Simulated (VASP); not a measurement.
# Cu (P6_3/mmc) in VASP: further runs

Cu is run at these levels: revPBE; tasks: single point.

Everything below comes from runs of VASP 6.6.1. Logs are shortened: lines on timing, memory, paths and dates and some standing lists are left out, and cuts for length are marked.

## 1. The cell of the first run

It takes space group P6_3/mmc (No. 194, hexagonal). The conventional cell has a = 2.588 Å, b = 2.588 Å, c = 4.238 Å, α = 90.00°, β = 90.00°, γ = 120.00°. Cu (site symmetry -6m2) has 12 Cu at 2.59 Å within 3.4 Å.

This isn't the form of Cu at room conditions, which is fcc.

## 2. Single point, revPBE

INCAR reads:

```
SYSTEM = Cu
PREC     = Accurate       ! precision mode
ENCUT    = 520            ! plane-wave cutoff, eV
EDIFF    = 1E-6           ! SCF threshold, eV
ISMEAR   = -1             ! smearing method
SIGMA    = 0.1            ! smearing width, eV
LREAL    = .False.        ! projectors in reciprocal space
LASPH    = .True.         ! aspherical terms in the spheres
NELM     = 80             ! most SCF steps
ALGO     = Normal         ! electronic algorithm
ISIF     = 2              ! what is computed and relaxed
LWAVE    = .False.        ! write WAVECAR
LCHARG   = .False.        ! write CHGCAR
GGA      = RE             ! functional
NBANDS   = 18             ! bands
```

KPOINTS reads:

```
regular mesh
0
Gamma
  14 14 8
  0 0 0
```

POSCAR reads:

```
Cu
1.0
    2.5883303632      0.0000000000      0.0000000000
   -1.2941651816      2.2415598480      0.0000000000
    0.0000000000      0.0000000000      4.2375839915
Cu
2
Direct
    0.3333333333      0.6666666667      0.2500000000
    0.6666666667      0.3333333333      0.7500000000
```

Potentials or basis: VASP PAW PBE potentials, release 64 (Cu).

Command:

```console
> cat potpaw_PBE.64/Cu/POTCAR > POTCAR
> mpirun -np 1 vasp_std > vasp.out
```

OUTCAR:

```text
SYSTEM = Cu
   PREC = Accurate
   ENCUT = 520
   EDIFF = 1E-6
   ISMEAR = -1
   LREAL = .False.
   LASPH = .True.
   NELM = 80
   ISIF = 2
   GGA = RE

 ion  position               nearest neighbor table
   1  0.333  0.667  0.250-   2 2.59   2 2.59   2 2.59   2 2.59   2 2.59   2 2.59
   2  0.667  0.333  0.750-   1 2.59   1 2.59   1 2.59   1 2.59   1 2.59   1 2.59

  LATTYP: Found a hexagonal cell.
 ALAT       =     2.5883303632
 C/A-ratio  =     1.6371882244

  Lattice vectors:

 A1 = (   2.5883303632,   0.0000000000,   0.0000000000)
 A2 = (  -1.2941651816,   2.2415598480,   0.0000000000)
 A3 = (   0.0000000000,   0.0000000000,   4.2375839915)

Analysis of symmetry for initial positions (statically):
=====================================================================
 Subroutine PRICEL returns:
 Original cell was already a primitive cell.

 Routine SETGRP: Setting up the symmetry group for a
 hexagonal supercell.

 Subroutine GETGRP returns: Found 24 space group operations
 (whereof 12 operations were pure point group operations)
 out of a pool of 24 trial point group operations.

The static configuration has the point symmetry D_3d.
 The point group associated with its full space group is D_6h.

Analysis of symmetry for dynamics (positions and initial velocities):
=====================================================================
 Subroutine PRICEL returns:
 Original cell was already a primitive cell.

 Routine SETGRP: Setting up the symmetry group for a
 hexagonal supercell.

 Subroutine GETGRP returns: Found 24 space group operations
 (whereof 12 operations were pure point group operations)
 out of a pool of 24 trial point group operations.

The dynamic configuration has the point symmetry D_3d.
 The point group associated with its full space group is D_6h.

 Subroutine INISYM returns: Found 24 space group operations
 (whereof 12 operations are pure point group operations),
 and found     1 'primitive' translations

----------------------------------------------------------------------------------------

                                     Primitive cell

  volume of cell :      24.5860

[... 75 lines left out ...]
   ions per type =               2
   NGX,Y,Z   is equivalent  to a cutoff of  12.85, 12.85, 12.55 a.u.
   NGXF,Y,Z  is equivalent  to a cutoff of  25.69, 25.69, 25.11 a.u.
 SYSTEM =  Cu
   PREC   = accura    normal or accurate (medium, high low for compatibility)
   ISTART =      0    job   : 0-new  1-cont  2-samecut
   ICHARG =      2    charge: 1-file 2-atom 10-const
   ISPIN  =      1    spin polarized calculation?
   LNONCOLLINEAR =      F non collinear calculations
   LSORBIT =      F    spin-orbit coupling
   LASPH  =      T    aspherical Exc in radial PAW
   ENCUT  =  520.0 eV  38.22 Ry    6.18 a.u.   4.81  4.81  7.88*2*pi/ulx,y,z
   NELM   =     80;   NELMIN=  2; NELMDL= -5     # of ELM steps
   EDIFF  = 0.1E-05   stopping-criterion for ELM
   LREAL  =      F    real-space projection
   EDIFFG = 0.1E-04   stopping-criterion for IOM
   NSW    =      0    number of steps for IOM
   IBRION =     -1    ionic relax: 0-MD 1-quasi-New 2-CG
   NFREE  =      0    steps in history (QN), initial steepest desc. (CG)
   ISIF   =      2    stress and relaxation
   ISYM   =      2    0-nonsym 1-usesym 2-fastsym
   POTIM  = 0.5000    time-step for ionic-motion
   TEBEG  =    0.0;   TEEND  =   0.0 temperature during run
   PSTRESS=    0.0 pullay stress
   NELECT =      22.0000    total number of electrons
   NUPDOWN=      -1.0000    fix difference up-down
   EMIN   =  10.00;   EMAX   =-10.00  energy-range for DOS
   EFERMI =   0.00;   METHOD = LEGACY
   ISMEAR =    -1;   SIGMA  =   0.10  broadening in eV -4-tet -1-fermi 0-gaus
   EFERMI_NEDOS =   21; number of points for ismear=-14 and -15
   IALGO  =     38    algorithm
   IMIX   =      4    mixing-type and parameters
     AMIX     =   0.40;   BMIX     =  1.00
     AMIX_MAG =   1.60;   BMIX_MAG =  1.00
  volume/ion in A,a.u.               =      12.29        82.96
  Fermi-wavevector in a.u.,A,eV,Ry     =   1.577561  2.981159 33.860818  2.488700
  Thomas-Fermi vector in A             =   2.678225
   LORBIT       =      0    0 simple, 1 ext, 2 COOP (PROOUT), +10 PAW based schemes
   GGA     = RE    functional components
   LHFCALC =     F    Hartree Fock is set to
   AEXX    =    0.0000 exact exchange contribution
   IVDW    =     0    specifies the selected vdW correction
   LEPSILON=     F    determine dielectric tensor
   LRPA    =     F    only Hartree local field effects (RPA)
 non-spin polarized calculation
  energy-cutoff  :      520.00
  volume of cell :       24.59
 maximum number of plane-waves:       672
 NGX is ok and might be reduce to    20
   NGX =  9   NGY =  9   NGZ = 15

 number of electron      22.0000031 magnetization

 Free energy of the ion-electron system (eV)
  ---------------------------------------------------
  ext. energy  EPLUGINS =         0.00000000
  ---------------------------------------------------
  free energy    TOTEN  =        -6.69406328 eV

  energy without entropy =       -6.66784267  energy(sigma->0) =       -6.68095297

 E-fermi :   7.1606     XC(G=0): -12.3937

 val. band max:        7.1224925413   @ k =   0.4286  -0.0000   0.5000
 cond. band min:       7.1816587050   @ k =   0.5000   0.0000   0.1250
 fundamental gap:      0.0591661637
 Fermi energy:         7.1605699002

 k-point     1 :       0.0000    0.0000    0.0000
  band No.  band energies     occupation
      1      -1.8304      2.00000
      2       2.3567      2.00000
      3       4.2991      2.00000
      4       4.3648      2.00000
      5       4.3648      2.00000
      6       4.5567      2.00000
[... 481 lines left out ...]
      5       4.1579      2.00000
      6       4.2240      2.00000
[... 10 lines left out ...]
     17      19.1533      0.00000
     18      20.6315      0.00000

 [... further k-points ...]
[... 5 lines left out ...]
  --------------------------------------------------------------------------------------
  -------------------------------------------------------------------------------------
  Total        0.1215171      0.1215171      0.1171558      0.0000000      0.0000000      0.0000000
  in kB        7.9188056      7.9188056      7.6345922      0.0000000      0.0000000      0.0000000
  external PRESSURE =       7.8240678 kB  Pullay stress =       0.0000000 kB

 VOLUME and BASIS-vectors are now :
 -----------------------------------------------------------------------------
  energy-cutoff  :      520.00
  volume of cell :       24.59
      direct lattice vectors                 reciprocal lattice vectors
     2.588330363  0.000000000  0.000000000     0.386349445  0.223058956  0.000000000
    -1.294165182  2.241559848  0.000000000     0.000000000  0.446117912  0.000000000
     0.000000000  0.000000000  4.237583992     0.000000000  0.000000000  0.235983523

 POSITION                                       TOTAL-FORCE (eV/Angst)
 -----------------------------------------------------------------------------------
     -0.00000      1.49437      1.05940        -0.000000      0.000000     -0.000000
      1.29417      0.74719      3.17819         0.000000     -0.000000      0.000000
 -----------------------------------------------------------------------------------
    total drift:                               -0.000000      0.000000     -0.000000

  FREE ENERGIE OF THE ION-ELECTRON SYSTEM (eV)
  ---------------------------------------------------
  free  energy   TOTEN  =        -6.6940632790 eV

  energy  without entropy=       -6.6678426689  energy(sigma->0) =       -6.68095297
```

It took 30 s on 1 thread of Intel Xeon 8259CL, shared host; peak memory 0.17 GiB.

What came out:

```
Free energy            : -6.6941 eV
Pressure               : 0.8 GPa
Band gap on the k mesh : zero (bands 11 and 12 overlap by 5.44 eV)
```

Levels at points of the mesh, in eV from the Fermi level:
| k point | band 7 | band 8 | band 9 | band 10 | band 11 | band 12 | band 13 | band 14 | band 15 | band 16 |
| --- | --- | --- | --- | --- | --- | --- | --- | --- | --- | --- |
| (0.00, 0.00, 0.00) | -2.60 | -2.33 | -2.33 | -1.64 | -1.64 | -0.86 | 3.60 | 21.07 | 21.29 | 21.29 |
| (0.50, 0.00, 0.00) | -2.57 | -1.55 | -1.51 | -1.46 | 0.06 | 1.55 | 7.63 | 7.94 | 10.44 | 10.64 |
| (0.00, 0.00, 0.50) | -2.83 | -2.83 | -1.85 | -1.85 | -1.85 | -1.85 | 12.11 | 12.11 | 21.75 | 21.75 |
| (0.50, 0.00, 0.50) | -1.79 | -1.79 | -1.49 | -1.49 | 0.59 | 0.59 | 4.70 | 4.70 | 15.80 | 15.80 |

Caveat: the PAW data sets were made with another functional, which shifts forces and pressure a little.

## 3. Single point, revPBE (10.82 Å³/atom)

This run uses another cell than the first one, of 10.82 Å³/atom.

INCAR reads:

```
ALGO = Normal ; EDIFF = 1E-7
ENCUT = 520 ; GGA = RE
ISIF = 2 ; ISMEAR = -1
LASPH = True ; LCHARG = True
LELF = True ; LREAL = False
LVHAR = True ; LWAVE = False
NBANDS = 18 ; NELM = 60
PREC = Accurate ; SIGMA = 0.1
```

KPOINTS reads:

```
k-points
0
Gamma
  16 16 9
```

POSCAR reads:

```
Cu
1.0
    2.4803554998      0.0000000000      0.0000000000
   -1.2401777499      2.1480508733      0.0000000000
    0.0000000000      0.0000000000      4.0608088165
Cu
2
Direct
    0.3333333333      0.6666666667      0.2500000000
    0.6666666667      0.3333333333      0.7500000000
```

Potentials or basis: VASP PAW PBE potentials, release 64 (Cu).

Command:

```console
> cat potpaw_PBE.64/Cu/POTCAR > POTCAR
> mpirun -np 1 vasp_std > vasp.out
```

Wall time 43 s (1 thread of Intel Xeon 8259CL, shared host); peak memory 0.16 GiB.

Results (log left out):

- Free energy: -6.5044 eV
- Pressure: 22.9 GPa
- Band gap on the k mesh: zero (bands 11 and 12 overlap by 5.58 eV)

Stress tensor (GPa, compression positive):
```
23.04  0.00  0.00
 0.00 23.04  0.00
 0.00  0.00 22.73
```

Levels at points of the mesh, in eV from the Fermi level:
```tsv
k point	band 7	band 8	band 9	band 10	band 11	band 12	band 13	band 14	band 15	band 16
(0.00, 0.00, 0.00)	-2.99	-2.66	-2.66	-1.82	-1.82	-1.28	4.22	22.07	23.24	23.24
(0.50, 0.00, 0.00)	-2.96	-1.70	-1.66	-1.59	0.01	1.78	8.19	8.69	11.20	11.91
```

Caveat: the cell stands under pressure; the PAW data sets were made with another functional, which shifts forces and pressure a little.

## 4. Single point, revPBE (11.31 Å³/atom)

This run uses another cell than the first one, of 11.31 Å³/atom.

INCAR reads:

```
SYSTEM = Cu
PREC = Accurate
ENCUT = 520
EDIFF = 1E-6
ISMEAR = -1
SIGMA = 0.1
LREAL = .False.
LASPH = .True.
NELM = 80
ALGO = Normal
ISIF = 2
LWAVE = .False.
LCHARG = .True.
GGA = RE
LELF = .True.
LVHAR = .True.
NBANDS = 18
```

KPOINTS reads:

```
Automatic mesh
0
Gamma
  16 16 9
  0 0 0
```

POSCAR reads:

```
Cu
1.0
    2.5173811898      0.0000000000      0.0000000000
   -1.2586905949      2.1801160614      0.0000000000
    0.0000000000      0.0000000000      4.1214268403
Cu
2
Direct
    0.3333333333      0.6666666667      0.2500000000
    0.6666666667      0.3333333333      0.7500000000
```

Command:

```console
> cat potpaw_PBE.64/Cu/POTCAR > POTCAR
> mpirun -np 1 vasp_std > vasp.out
```

Run time: 63 s. Hardware: 1 thread of Intel Xeon 8259CL, shared host; peak memory 0.17 GiB.

It converged, with:

```
Free energy            : -6.6162 eV
Pressure               : 13.8 GPa
Band gap on the k mesh : zero (bands 11 and 12 overlap by 5.41 eV)
```

Stress tensor (GPa, compression positive):
```
13.85  0.00  0.00
 0.00 13.85  0.00
 0.00  0.00 13.59
```

Levels at points of the mesh, in eV from the Fermi level:
| k point | band 8 | band 9 | band 10 | band 11 | band 12 | band 13 | band 14 | band 15 |
| --- | --- | --- | --- | --- | --- | --- | --- | --- |
| (0.00, 0.00, 0.00) | -2.55 | -2.55 | -1.76 | -1.76 | -1.14 | 3.98 | 21.71 | 22.53 |
| (0.50, 0.00, 0.00) | -1.66 | -1.62 | -1.56 | 0.02 | 1.68 | 7.98 | 8.41 | 10.92 |

Caveat: the cell stands under pressure; the PAW data sets were made with another functional, which shifts forces and pressure a little.

## 5. The runs side by side

```tsv
cell	k mesh	gap on the mesh (eV)	pressure (GPa)
a = 2.588, b = 2.588, c = 4.238 Å, angles 90.0, 90.0, 120.0°, 2 atoms	14 × 14 × 8	none	0.8
a = 2.480, b = 2.480, c = 4.061 Å, angles 90.0, 90.0, 120.0°, 2 atoms	16 × 16 × 9	none	22.9
a = 2.517, b = 2.517, c = 4.121 Å, angles 90.0, 90.0, 120.0°, 2 atoms	16 × 16 × 9	none	13.8
```

Alike in all rows: task single point; level revPBE; potentials or basis VASP PAW PBE potentials, release 64 (Cu); no spin polarisation; cutoff (eV) 520; smearing fermi-dirac 0.1 eV.

Caveats: the PAW data sets were made with another functional, which shifts forces and pressure a little; the cell stands under pressure (at least some runs).

Total energies depend on the potentials used, so only differences within one code and one set of settings carry meaning.
